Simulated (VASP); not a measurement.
# SbTe2O (P6/mmm) in VASP: further runs

The runs below take SbTe2O through single point, relaxation of cell and atoms, with PBE.

Program: VASP 6.6.1. These are calculated values, not measurements. Logs are shortened: lines on timing, memory, paths and dates and some standing lists are left out, and cuts for length are marked.

## 1. The cell of the first run

Symmetry: P6/mmm, No. 191, hexagonal system. The conventional cell has a = 4.769 Å, b = 4.769 Å, c = 5.478 Å, α = 90.00°, β = 90.00°, γ = 120.00°. Sb (site symmetry 6/mmm) has 2 O at 2.74 Å and 6 Te at 2.75 Å within 3.6 Å. Te (site symmetry -6m2) has 3 Te at 2.75 Å and 3 Sb at 2.75 Å within 3.6 Å. Within 3.6 Å of O (site symmetry 6/mmm) lie 2 Sb at 2.74 Å.

The cell was built from a structure type or drawn by symmetry, and may not be a known phase.

## 2. Single point, PBE

INCAR

```
SYSTEM = SbTe2O
ALGO = Normal ; EDIFF = 1E-7
ENCUT = 520 ; GGA = PE
ISIF = 2 ; ISMEAR = 0
LASPH = .True. ; LCHARG = .False.
LREAL = .False. ; LWAVE = .False.
NBANDS = 20 ; NELM = 60
PREC = Accurate ; SIGMA = 0.1
```

KPOINTS

```
k-points
0
Gamma
  6 6 4
  0 0 0
```

POSCAR

```
SbTe2O
1.0
    4.7689183300      0.0000000000      0.0000000000
   -2.3844591700      4.1300044200      0.0000000000
    0.0000000000      0.0000000000      5.4779158000
Sb Te O
1 2 1
Direct
    0.0000000000      0.0000000000      0.0000000000
    0.3333333300      0.6666666700      0.0000000000
    0.6666666700      0.3333333300      0.0000000000
    0.0000000000      0.0000000000      0.5000000000
```

Potentials or basis: VASP PAW PBE potentials, release 64 (Sb, Te, O).

Started as:

```bash
$ cat potpaw_PBE.64/Sb/POTCAR potpaw_PBE.64/Te/POTCAR potpaw_PBE.64/O/POTCAR > POTCAR
$ mpirun -np 1 vasp_std > vasp.out
```

OUTCAR:

```text
SYSTEM = SbTe2O
   EDIFF = 1E-7
   ENCUT = 520
   GGA = PE
   ISIF = 2
   ISMEAR = 0
   LASPH = .True.
   LREAL = .False.
   NELM = 60
   PREC = Accurate

 ion  position               nearest neighbor table
   1  0.000  0.000  0.000-   4 2.74   4 2.74   2 2.75   3 2.75   3 2.75   2 2.75   3 2.75   2 2.75

   2  0.333  0.667  0.000-   3 2.75   3 2.75   1 2.75   1 2.75   1 2.75   3 2.75
   3  0.667  0.333  0.000-   2 2.75   2 2.75   1 2.75   1 2.75   1 2.75   2 2.75
   4  0.000  0.000  0.500-   1 2.74   1 2.74

  LATTYP: Found a hexagonal cell.
 ALAT       =     4.7689183300
 C/A-ratio  =     1.1486704995

  Lattice vectors:

 A1 = (   4.7689183300,   0.0000000000,   0.0000000000)
 A2 = (  -2.3844591700,   4.1300044200,   0.0000000000)
 A3 = (   0.0000000000,   0.0000000000,   5.4779158000)

Analysis of symmetry for initial positions (statically):
=====================================================================
 Subroutine PRICEL returns:
 Original cell was already a primitive cell.

 Routine SETGRP: Setting up the symmetry group for a
 hexagonal supercell.

 Subroutine GETGRP returns: Found 24 space group operations
 (whereof 24 operations were pure point group operations)
 out of a pool of 24 trial point group operations.

The static configuration has the point symmetry D_6h.

Analysis of symmetry for dynamics (positions and initial velocities):
=====================================================================
 Subroutine PRICEL returns:
 Original cell was already a primitive cell.

 Routine SETGRP: Setting up the symmetry group for a
 hexagonal supercell.

 Subroutine GETGRP returns: Found 24 space group operations
 (whereof 24 operations were pure point group operations)
 out of a pool of 24 trial point group operations.

The dynamic configuration has the point symmetry D_6h.

 Subroutine INISYM returns: Found 24 space group operations
 (whereof 24 operations are pure point group operations),
 and found     1 'primitive' translations

----------------------------------------------------------------------------------------

                                     Primitive cell

  volume of cell :     107.8911

  direct lattice vectors                    reciprocal lattice vectors
     4.768918330  0.000000000  0.000000000     0.209691157  0.121065246  0.000000000
    -2.384459170  4.130004420  0.000000000     0.000000000  0.242130491  0.000000000
     0.000000000  0.000000000  5.477915800     0.000000000  0.000000000  0.182551181

  length of vectors
     4.768918330  4.768918330  5.477915800     0.242130491  0.242130491  0.182551181

  position of ions in fractional coordinates (direct lattice)
     0.000000000  0.000000000  0.000000000
     0.333333330  0.666666670  0.000000000
     0.666666670  0.333333330  0.000000000
     0.000000000  0.000000000  0.500000000

  ion indices of the primitive-cell ions
   primitive index   ion index
                 1           1
                 2           2
                 3           3
                 4           4

----------------------------------------------------------------------------------------

 KPOINTS: k-points

Automatic generation of k-mesh.
 Grid dimensions read from file:
 generate k-points for:    6    6    4

 Generating k-lattice:

  Cartesian coordinates                     Fractional coordinates (reciprocal lattice)
     0.034948526  0.020177541  0.000000000     0.166666667  0.000000000  0.000000000
     0.000000000  0.040355082  0.000000000     0.000000000  0.166666667  0.000000000
     0.000000000  0.000000000  0.045637795     0.000000000  0.000000000  0.250000000

  Length of vectors
     0.040355082  0.040355082  0.045637795

  Shift w.r.t. Gamma in fractional coordinates (k-lattice)
     0.000000000  0.000000000  0.000000000

 Subroutine IBZKPT returns following result:
 ===========================================

 Found     21 irreducible k-points:

 Following reciprocal coordinates:
            Coordinates               Weight
  0.000000  0.000000  0.000000      1.000000
  0.166667  0.000000  0.000000      6.000000
  0.333333  0.000000  0.000000      6.000000
  0.500000  0.000000  0.000000      3.000000
  0.166667  0.166667  0.000000      6.000000
  0.333333  0.166667  0.000000     12.000000
[... 13 lines left out ...]
  0.333333  0.166667  0.500000     12.000000
  0.333333  0.333333  0.500000      2.000000
   k-points           NKPTS =     21   k-points in BZ     NKDIM =     21   number of bands    NBANDS=     20
   number of dos      NEDOS =    301   number of ions     NIONS =      4
   total plane-waves  NPLWV =  54432
   dimension x,y,z NGX =    36 NGY =   36 NGZ =   42
   dimension x,y,z NGXF=    72 NGYF=   72 NGZF=   84
   ions per type =               1   2   1
   NGX,Y,Z   is equivalent  to a cutoff of  12.55, 12.55, 12.75 a.u.
   NGXF,Y,Z  is equivalent  to a cutoff of  25.10, 25.10, 25.49 a.u.
 SYSTEM =  SbTe2O
   PREC   = accura    normal or accurate (medium, high low for compatibility)
   ISTART =      0    job   : 0-new  1-cont  2-samecut
   ICHARG =      2    charge: 1-file 2-atom 10-const
   ISPIN  =      1    spin polarized calculation?
   LNONCOLLINEAR =      F non collinear calculations
   LSORBIT =      F    spin-orbit coupling
   LASPH  =      T    aspherical Exc in radial PAW
   ENCUT  =  520.0 eV  38.22 Ry    6.18 a.u.   8.87  8.87 10.19*2*pi/ulx,y,z
   NELM   =     60;   NELMIN=  2; NELMDL= -5     # of ELM steps
   EDIFF  = 0.1E-06   stopping-criterion for ELM
   LREAL  =      F    real-space projection
   EDIFFG = 0.1E-05   stopping-criterion for IOM
   NSW    =      0    number of steps for IOM
   IBRION =     -1    ionic relax: 0-MD 1-quasi-New 2-CG
   NFREE  =      0    steps in history (QN), initial steepest desc. (CG)
   ISIF   =      2    stress and relaxation
   ISYM   =      2    0-nonsym 1-usesym 2-fastsym
   POTIM  = 0.5000    time-step for ionic-motion
   TEBEG  =    0.0;   TEEND  =   0.0 temperature during run
   PSTRESS=    0.0 pullay stress
   NELECT =      23.0000    total number of electrons
   NUPDOWN=      -1.0000    fix difference up-down
   EMIN   =  10.00;   EMAX   =-10.00  energy-range for DOS
   EFERMI =   0.00;   METHOD = LEGACY
   ISMEAR =     0;   SIGMA  =   0.10  broadening in eV -4-tet -1-fermi 0-gaus
   EFERMI_NEDOS =   21; number of points for ismear=-14 and -15
   IALGO  =     38    algorithm
   IMIX   =      4    mixing-type and parameters
     AMIX     =   0.40;   BMIX     =  1.00
     AMIX_MAG =   1.60;   BMIX_MAG =  1.00
  volume/ion in A,a.u.               =      26.97       182.02
  Fermi-wavevector in a.u.,A,eV,Ry     =   0.977962  1.848081 13.012756  0.956411
  Thomas-Fermi vector in A             =   2.108701
   LORBIT       =      0    0 simple, 1 ext, 2 COOP (PROOUT), +10 PAW based schemes
   GGA     = PE    functional components
   LHFCALC =     F    Hartree Fock is set to
   AEXX    =    0.0000 exact exchange contribution
   IVDW    =     0    specifies the selected vdW correction
   LEPSILON=     F    determine dielectric tensor
   LRPA    =     F    only Hartree local field effects (RPA)
 non-spin polarized calculation
 Gauss-broadening in eV      SIGMA  =   0.10
  energy-cutoff  :      520.00
  volume of cell :      107.89
 maximum number of plane-waves:      2937
 NGX is ok and might be reduce to    36
   NGX = 17   NGY = 17   NGZ = 21

 number of electron      22.9999997 magnetization

 Free energy of the ion-electron system (eV)
  ---------------------------------------------------
  ext. energy  EPLUGINS =         0.00000000
  ---------------------------------------------------
  free energy    TOTEN  =        -9.65492416 eV

  energy without entropy =       -9.62429396  energy(sigma->0) =       -9.63960906

 E-fermi :   5.0852     XC(G=0):  -8.8031

 val. band max:        5.0780252357   @ k =   0.3333   0.1667   0.5000
 cond. band min:       5.0991475999   @ k =   0.3333   0.3333   0.5000
 fundamental gap:      0.0211223642
 Fermi energy:         5.0851597392

 k-point     1 :       0.0000    0.0000    0.0000
  band No.  band energies     occupation
      1     -11.1493      2.00000
      2      -9.8222      2.00000
      3      -3.6037      2.00000
      4      -1.4730      2.00000
      5      -0.8830      2.00000
      6      -0.8830      2.00000
[... 12 lines left out ...]
     19      11.7654      0.00000
     20      14.5350      0.00000

 k-point     2 :       0.1667    0.0000    0.0000
  band No.  band energies     occupation
      1     -10.9206      2.00000
      2      -9.8044      2.00000
      3      -4.7933      2.00000
      4      -2.8976      2.00000
      5      -2.0108      2.00000
      6      -0.0119      2.00000
[... 12 lines left out ...]
     19      12.8310      0.00000
     20      13.0395      0.00000

 k-point     3 :       0.3333    0.0000    0.0000
  band No.  band energies     occupation
      1     -10.3418      2.00000
      2      -9.6605      2.00000
      3      -6.8094      2.00000
      4      -3.7549      2.00000
      5      -2.8819      2.00000
      6       0.7026      2.00000
[... 12 lines left out ...]
     19      12.6604      0.00000
     20      13.3970      0.00000

 k-point     4 :       0.5000    0.0000    0.0000
  band No.  band energies     occupation
      1     -10.0787      2.00000
      2      -9.0877      2.00000
      3      -8.1345      2.00000
      4      -4.0071      2.00000
      5      -3.1784      2.00000
      6       1.6028      2.00000
[... 360 lines left out ...]
 k-point    20 :       0.3333    0.1667    0.5000
  band No.  band energies     occupation
      1      -9.9827      2.00000
      2      -9.2993      2.00000
      3      -7.6379      2.00000
      4      -5.7214      2.00000
      5      -0.9592      2.00000
      6       1.5429      2.00000
[... 12 lines left out ...]
     19      13.1388      0.00000
     20      14.0091      0.00000

 k-point    21 :       0.3333    0.3333    0.5000
  band No.  band energies     occupation
      1      -9.9811      2.00000
      2      -8.2926      2.00000
      3      -8.2926      2.00000
      4      -6.8521      2.00000
      5       1.8658      2.00000
      6       1.9022      2.00000
[... 12 lines left out ...]
     19      13.0592      0.00000
     20      13.2044      0.00000

------------------------ aborting loop because EDIFF is reached ----------------------------------------

  FORCE on cell =-STRESS in cart. coord.  units (eV):
  Direction    XX          YY          ZZ          XY          YZ          ZX
  --------------------------------------------------------------------------------------
  -------------------------------------------------------------------------------------
  Total       25.8054647     25.8054646    -11.1154077     -0.0000000     -0.0000000      0.0000000
  in kB      383.2097162    383.2097158   -165.0631862     -0.0000005     -0.0000000      0.0000000
  external PRESSURE =     200.4520819 kB  Pullay stress =       0.0000000 kB

 VOLUME and BASIS-vectors are now :
 -----------------------------------------------------------------------------
  energy-cutoff  :      520.00
  volume of cell :      107.89
      direct lattice vectors                 reciprocal lattice vectors
     4.768918330  0.000000000  0.000000000     0.209691157  0.121065246  0.000000000
    -2.384459170  4.130004420  0.000000000     0.000000000  0.242130491  0.000000000
     0.000000000  0.000000000  5.477915800     0.000000000  0.000000000  0.182551181

 POSITION                                       TOTAL-FORCE (eV/Angst)
 -----------------------------------------------------------------------------------
      0.00000      0.00000      0.00000         0.000000      0.000000      0.000000
     -0.00000      2.75334      0.00000         0.000000      0.000000      0.000000
      2.38446      1.37667      0.00000        -0.000000     -0.000000      0.000000
      0.00000      0.00000      2.73896         0.000000      0.000000      0.000000
 -----------------------------------------------------------------------------------
    total drift:                                0.000000     -0.000000     -0.000000

  FREE ENERGIE OF THE ION-ELECTRON SYSTEM (eV)
  ---------------------------------------------------
  free  energy   TOTEN  =        -9.6549241564 eV

  energy  without entropy=       -9.6242939550  energy(sigma->0) =       -9.63960906
```

Wall time 47 s (1 thread of Intel Xeon Platinum 8488C (Sapphire Rapids), shared host); peak memory 0.24 GiB.

What came out:

| Quantity | Value |
| --- | --- |
| Free energy | -9.6549 eV |
| Pressure | 20.0 GPa |
| Band gap on the k mesh | zero (an odd number of electrons rules out a gap without spin polarisation) |

Caveat: the cell stands under pressure; spin-orbit coupling is left out, which moves the levels of the heavy elements; an odd number of electrons without spin polarisation forces a metal; a magnetic or distorted state may lie lower.

(Continued in part 2 of 2.)
